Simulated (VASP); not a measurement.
Wanted: the native input for a VASP 6.6.1 run.

```
Task                   : single point
Functional             : PBE
Potentials or basis    : VASP PAW PBE potentials, release 64 (C, N)
Cutoff                 : 520 eV
k mesh                 : 12 × 12 × 6
Occupations            : gaussian, width 0.02 eV
Spin                   : no spin polarisation
Dipole correction      : no
Further INCAR settings : ALGO = Normal; EDIFF = 1e-07; NBANDS = 19
```

The structure of C3N2 lies in POSCAR:

```
C3N2
1.0
    2.5287593286      0.0000000000      0.0000000000
   -1.2643796643      2.1899698186      0.0000000000
    0.0000000000      0.0000000000      5.1553086122
C N
3 2
Direct
    0.3333333333      0.6666666667      0.4486455137
    0.6666666667      0.3333333333      0.5513544863
    0.0000000000      0.0000000000      0.0000000000
    0.3333333333      0.6666666667      0.1678079694
    0.6666666667      0.3333333333      0.8321920306
```

The cell was generated, and may not be a known phase.

One way to write it, as run:

INCAR

```
SYSTEM = C3N2
PREC     = Accurate       ! precision mode
ENCUT    = 520            ! plane-wave cutoff, eV
EDIFF    = 1E-7           ! SCF threshold, eV
ISMEAR   = 0              ! smearing method
SIGMA    = 0.02           ! smearing width, eV
LREAL    = .FALSE.        ! projectors in reciprocal space
LASPH    = .TRUE.         ! aspherical terms in the spheres
NELM     = 60             ! most SCF steps
ALGO     = Normal         ! electronic algorithm
ISIF     = 2              ! what is computed and relaxed
LWAVE    = .FALSE.        ! write WAVECAR
LCHARG   = .FALSE.        ! write CHGCAR
GGA      = PE             ! functional
NBANDS   = 19             ! bands
```

KPOINTS

```
regular mesh
0
G
  12 12 6
  0 0 0
```

Potentials or basis: VASP PAW PBE potentials, release 64 (C, N).

Launch:

```bash
$ cat potpaw_PBE.64/C/POTCAR potpaw_PBE.64/N/POTCAR > POTCAR
$ mpirun -np 1 vasp_std > vasp.out
```

It gave:

The pressure is 0.2 GPa and the largest force is 0.054 eV/Å. The band gap on the k mesh is 1.61 eV (least direct gap 2.00 eV).

Run time: 25 s on 1 thread of Intel(R) Xeon(R) 6975P-C (Granite Rapids), with other jobs on the host, peak memory 0.16 GiB.
